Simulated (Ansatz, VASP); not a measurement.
# One calculation of Ag, two programs

```
CELL_PARAMETERS angstrom
0.00000 2.01087 2.01087
2.01087 0.00000 2.01087
2.01087 2.01087 0.00000
ATOMIC_POSITIONS crystal
Ag 0.00000 0.00000 0.00000
```

Alike in both runs: functional PBEsol; dispersion D4; k mesh 18 × 18 × 18; occupations gaussian, width 0.1 eV; no spin polarisation.

Ansatz relaxed the structure, and its values are those at the end. VASP's run is a single point on that final structure, the one shown.

```csv
,VASP,Ansatz
version,VASP 6.6.1,Ansatz 0.2.0
potentials or method,"VASP PAW PBE potentials, release 64 (Ag), cutoff 500 eV","scalar-relativistic, plane waves, PAW"
valence electrons in the cell,11,19
```

Ansatz gave:

```
gap on the k mesh at the Fermi level (eV) : none
pressure (GPa)                            : 0.0
```

What did VASP give for the same quantities?

gap on the k mesh at the Fermi level (eV): none; pressure (GPa): -0.3.

VASP's potentials were made for PBE, not for PBEsol, and Ansatz warns of the same on its side. A gap of «none» marks a metal or a gap that the smearing closes. VASP's potentials hold 11 valence electrons a cell and Ansatz's 19, so a difference there can come from the potentials and not from the codes.
